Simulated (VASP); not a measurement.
# ZnS (F-43m) in VASP: notebook

The runs below take ZnS through single point, with r2SCAN.

All numbers are computed with VASP 6.6.1; they aren't measurements. Logs are shortened: lines on timing, memory, paths and dates and some standing lists are left out, and cuts for length are marked.

## Step 1: The cell of the first run

Symmetry: F-43m, No. 216, cubic system. The conventional cell has a = 5.164 Å, b = 5.164 Å, c = 5.164 Å, α = 90.00°, β = 90.00°, γ = 90.00°. Within 3.0 Å of Zn (site symmetry -43m) lie 4 S at 2.24 Å. Within 3.0 Å of S (site symmetry -43m) lie 4 Zn at 2.24 Å.

## Step 2: Single point, r2SCAN (volume scaled by 0.88)

File POSCAR:

```
ZnS
1.0
    0.0000000000      2.5821262718      2.5821262718
    2.5821262718      0.0000000000      2.5821262718
    2.5821262718      2.5821262718      0.0000000000
Zn S
1 1
Direct
    0.2500000000      0.2500000000      0.2500000000
    0.0000000000      0.0000000000      0.0000000000
```

File INCAR.step1:

```
PREC = Accurate ; ENCUT = 520
ISMEAR = 0 ; SIGMA = 0.02
LREAL = F ; LASPH = T
NELM = 60 ; NBANDS = 16
GGA = PE ; ALGO = Normal
EDIFF = 1E-4 ; LWAVE = T
LCHARG = F
```

File INCAR.step2:

```
PREC = Accurate ; ENCUT = 520
EDIFF = 1E-6 ; ISMEAR = 0
SIGMA = 0.02 ; LREAL = F
LASPH = T ; NELM = 60
ALGO = Normal ; ISIF = 2
LWAVE = F ; LCHARG = T
METAGGA = R2SCAN ; LMIXTAU = T
LELF = T ; LVHAR = T
NBANDS = 16 ; ISTART = 1
```

File KPOINTS:

```
Automatic mesh
0
Gamma
  8 8 8
```

Potentials or basis: VASP PAW PBE potentials, release 64 (Zn, S).

Command:

```sh
$ cat potpaw_PBE.64/Zn/POTCAR potpaw_PBE.64/S/POTCAR > POTCAR
$ cp INCAR.step1 INCAR
$ mpirun -np 1 vasp_std > vasp.out
$ cp INCAR.step2 INCAR
$ mpirun -np 1 vasp_std > vasp.out
```

OUTCAR:

```text
PREC = Accurate
   ENCUT = 520
   EDIFF = 1E-6
   ISMEAR = 0
   LREAL = F
   LASPH = T
   NELM = 60
   ISIF = 2
   METAGGA = R2SCAN
   ISTART = 1

 ion  position               nearest neighbor table
   1  0.250  0.250  0.250-   2 2.24   2 2.24   2 2.24   2 2.24
   2  0.000  0.000  0.000-   1 2.24   1 2.24   1 2.24   1 2.24

  LATTYP: Found a face centered cubic cell.
 ALAT       =     5.1642525436

  Lattice vectors:

 A1 = (   0.0000000000,   2.5821262718,   2.5821262718)
 A2 = (   2.5821262718,   0.0000000000,   2.5821262718)
 A3 = (   2.5821262718,   2.5821262718,   0.0000000000)

Analysis of symmetry for initial positions (statically):
=====================================================================
 Subroutine PRICEL returns:
 Original cell was already a primitive cell.

 Routine SETGRP: Setting up the symmetry group for a
 face centered cubic supercell.

 Subroutine GETGRP returns: Found 24 space group operations
 (whereof 24 operations were pure point group operations)
 out of a pool of 48 trial point group operations.

The static configuration has the point symmetry T_d .

Analysis of symmetry for dynamics (positions and initial velocities):
=====================================================================
 Subroutine PRICEL returns:
 Original cell was already a primitive cell.

 Routine SETGRP: Setting up the symmetry group for a
 face centered cubic supercell.

 Subroutine GETGRP returns: Found 24 space group operations
 (whereof 24 operations were pure point group operations)
 out of a pool of 48 trial point group operations.

The dynamic configuration has the point symmetry T_d .

 Subroutine INISYM returns: Found 24 space group operations
 (whereof 24 operations are pure point group operations),
 and found     1 'primitive' translations

----------------------------------------------------------------------------------------

                                     Primitive cell

  volume of cell :      34.4320

  direct lattice vectors                    reciprocal lattice vectors
     0.000000000  2.582126272  2.582126272    -0.193638865  0.193638865  0.193638865
     2.582126272  0.000000000  2.582126272     0.193638865 -0.193638865  0.193638865
     2.582126272  2.582126272  0.000000000     0.193638865  0.193638865 -0.193638865

  length of vectors
     3.651677993  3.651677993  3.651677993     0.335392352  0.335392352  0.335392352

  position of ions in fractional coordinates (direct lattice)
[... 79 lines left out ...]
   EDIFF  = 0.1E-05   stopping-criterion for ELM
   LREAL  =      F    real-space projection
   EDIFFG = 0.1E-04   stopping-criterion for IOM
   NSW    =      0    number of steps for IOM
   IBRION =     -1    ionic relax: 0-MD 1-quasi-New 2-CG
   NFREE  =      0    steps in history (QN), initial steepest desc. (CG)
   ISIF   =      2    stress and relaxation
   ISYM   =      2    0-nonsym 1-usesym 2-fastsym
   POTIM  = 0.5000    time-step for ionic-motion
   TEBEG  =    0.0;   TEEND  =   0.0 temperature during run
   PSTRESS=    0.0 pullay stress
   NELECT =      18.0000    total number of electrons
   NUPDOWN=      -1.0000    fix difference up-down
   EMIN   =  10.00;   EMAX   =-10.00  energy-range for DOS
   EFERMI =   0.00;   METHOD = LEGACY
   ISMEAR =     0;   SIGMA  =   0.02  broadening in eV -4-tet -1-fermi 0-gaus
   EFERMI_NEDOS =   21; number of points for ismear=-14 and -15
   IALGO  =     38    algorithm
   IMIX   =      4    mixing-type and parameters
     AMIX     =   0.40;   BMIX     =  1.00
     AMIX_MAG =   1.60;   BMIX_MAG =  1.00
  volume/ion in A,a.u.               =      17.22       116.18
  Fermi-wavevector in a.u.,A,eV,Ry     =   1.318798  2.492166 23.663626  1.739227
  Thomas-Fermi vector in A             =   2.448742
   LORBIT       =      0    0 simple, 1 ext, 2 COOP (PROOUT), +10 PAW based schemes
   METAGGA = R2SCAN    functional components
   LHFCALC =     F    Hartree Fock is set to
   AEXX    =    0.0000 exact exchange contribution
   IVDW    =     0    specifies the selected vdW correction
   LEPSILON=     F    determine dielectric tensor
   LRPA    =     F    only Hartree local field effects (RPA)
 non-spin polarized calculation
 Gauss-broadening in eV      SIGMA  =   0.02
  energy-cutoff  :      520.00
  volume of cell :       34.43
 maximum number of plane-waves:       941
   NGX = 13   NGY = 13   NGZ = 13

 number of electron      17.9999989 magnetization

 Free energy of the ion-electron system (eV)
  ---------------------------------------------------
  ext. energy  EPLUGINS =         0.00000000
  ---------------------------------------------------
  free energy    TOTEN  =       -18.69239897 eV

  energy without entropy =      -18.69239897  energy(sigma->0) =      -18.69239897

 E-fermi :   3.3496     XC(G=0): -10.9937

 val. band max:        3.2236246990   @ k =   0.0000   0.0000   0.0000
 cond. band min:       6.5576347462   @ k =   0.0000   0.0000   0.0000
 fundamental gap:      3.3340100472
 Fermi energy:         3.3496113993

 k-point     1 :       0.0000    0.0000    0.0000
  band No.  band energies     occupation
      1     -11.5390      2.00000
      2      -3.9403      2.00000
      3      -3.9403      2.00000
      4      -3.9403      2.00000
      5      -3.2044      2.00000
      6      -3.2044      2.00000
[... 433 lines left out ...]
      3      -3.6891      2.00000
      4      -3.3396      2.00000
      5      -3.1940      2.00000
      6      -2.8815      2.00000
[... 8 lines left out ...]
     15      17.8779      0.00000
     16      18.9568      0.00000

 [... further k-points ...]

------------------------ aborting loop because EDIFF is reached ----------------------------------------

  FORCE on cell =-STRESS in cart. coord.  units (eV):
  Direction    XX          YY          ZZ          XY          YZ          ZX
  --------------------------------------------------------------------------------------
  -------------------------------------------------------------------------------------
  Total        2.8753680      2.8753680      2.8753680     -0.0000000      0.0000000     -0.0000000
  in kB      133.7955275    133.7955275    133.7955275     -0.0000000      0.0000000     -0.0000000
  external PRESSURE =     133.7955275 kB  Pullay stress =       0.0000000 kB

 VOLUME and BASIS-vectors are now :
 -----------------------------------------------------------------------------
  energy-cutoff  :      520.00
  volume of cell :       34.43
      direct lattice vectors                 reciprocal lattice vectors
     0.000000000  2.582126272  2.582126272    -0.193638865  0.193638865  0.193638865
     2.582126272  0.000000000  2.582126272     0.193638865 -0.193638865  0.193638865
     2.582126272  2.582126272  0.000000000     0.193638865  0.193638865 -0.193638865

 POSITION                                       TOTAL-FORCE (eV/Angst)
 -----------------------------------------------------------------------------------
      1.29106      1.29106      1.29106        -0.000000      0.000000     -0.000000
      0.00000      0.00000      0.00000         0.000000     -0.000000      0.000000
 -----------------------------------------------------------------------------------
    total drift:                               -0.000038     -0.000038     -0.000038

  FREE ENERGIE OF THE ION-ELECTRON SYSTEM (eV)
  ---------------------------------------------------
  free  energy   TOTEN  =       -18.6923989716 eV

  energy  without entropy=      -18.6923989716  energy(sigma->0) =      -18.69239897
```

OUTCAR.step1:

```text
PREC = Accurate
   ENCUT = 520
   ISMEAR = 0
   LREAL = F
   LASPH = T
[... 676 lines left out ...]
 -----------------------------------------------------------------------------------
      1.29106      1.29106      1.29106        -0.000000     -0.000000      0.000000
      0.00000      0.00000      0.00000         0.000000      0.000000     -0.000000
 -----------------------------------------------------------------------------------
    total drift:                               -0.000001     -0.000001     -0.000001

  FREE ENERGIE OF THE ION-ELECTRON SYSTEM (eV)
  ---------------------------------------------------
  free  energy   TOTEN  =        -6.5952838044 eV

  energy  without entropy=       -6.5952838044  energy(sigma->0) =       -6.59528380
```

Run time: 32 s. Hardware: 1 thread of Intel Xeon 6975P-C (Granite Rapids), shared host; peak memory 0.16 GiB.

What came out:

| Item | Value |
| --- | --- |
| Free energy | -18.6924 eV |
| Pressure | 13.4 GPa |
| Band gap on the k mesh | 3.33 eV, direct |

Caveat: the PAW data sets were made with another functional, which shifts forces and pressure a little.

## Step 3: Single point, r2SCAN (volume scaled by 0.91)

File POSCAR:

```
ZnS
1.0
    0.0000000000      2.6111413551      2.6111413551
    2.6111413551      0.0000000000      2.6111413551
    2.6111413551      2.6111413551      0.0000000000
Zn S
1 1
Direct
    0.2500000000      0.2500000000      0.2500000000
    0.0000000000      0.0000000000      0.0000000000
```

File INCAR.step1:

```
SYSTEM = ZnS
PREC = Accurate ; ENCUT = 520
ISMEAR = 0 ; SIGMA = 0.02
LREAL = .False. ; LASPH = .True.
NELM = 60 ; NBANDS = 16
GGA = PE ; ALGO = Normal
EDIFF = 1E-4 ; LWAVE = .True.
LCHARG = .False.
```

File INCAR.step2:

```
SYSTEM = ZnS
PREC = Accurate ; ENCUT = 520
EDIFF = 1E-6 ; ISMEAR = 0
SIGMA = 0.02 ; LREAL = .False.
LASPH = .True. ; NELM = 60
ALGO = Normal ; ISIF = 2
LWAVE = .False. ; LCHARG = .False.
METAGGA = R2SCAN ; LMIXTAU = .True.
NBANDS = 16 ; ISTART = 1
```

File KPOINTS:

```
Automatic mesh
0
Gamma
  8 8 8
  0 0 0
```

Potentials or basis: VASP PAW PBE potentials, release 64 (Zn, S).

Command:

```sh
$ cat potpaw_PBE.64/Zn/POTCAR potpaw_PBE.64/S/POTCAR > POTCAR
$ cp INCAR.step1 INCAR
$ mpirun -np 1 vasp_std > vasp.out
$ cp INCAR.step2 INCAR
$ mpirun -np 1 vasp_std > vasp.out
```

Run time: 32 s. Hardware: 1 thread of Intel Xeon 6975P-C (Granite Rapids), shared host; peak memory 0.16 GiB.

The run converged. Its results:

```yaml
Free_energy: -18.7744 eV
Pressure: 9.2 GPa
Band_gap_on_the_k_mesh: 3.17 eV, direct
```

Levels at points of the mesh, in eV from the valence-band top:
| k point | band 6 | band 7 | band 8 | band 9 | band 10 | band 11 | band 12 | band 13 |
| --- | --- | --- | --- | --- | --- | --- | --- | --- |
| (0.00, 0.00, 0.00) | -6.29 | 0.00 | 0.00 | 0.00 | 3.17 | 6.80 | 6.80 | 6.80 |
| (0.50, 0.00, 0.00) | -6.20 | -6.00 | -1.05 | -1.05 | 4.01 | 7.30 | 7.30 | 9.80 |
| (0.50, 0.50, 0.00) | -6.04 | -5.04 | -2.69 | -2.69 | 3.48 | 4.42 | 12.61 | 13.55 |

Caveat: the PAW data sets were made with another functional, which shifts forces and pressure a little.
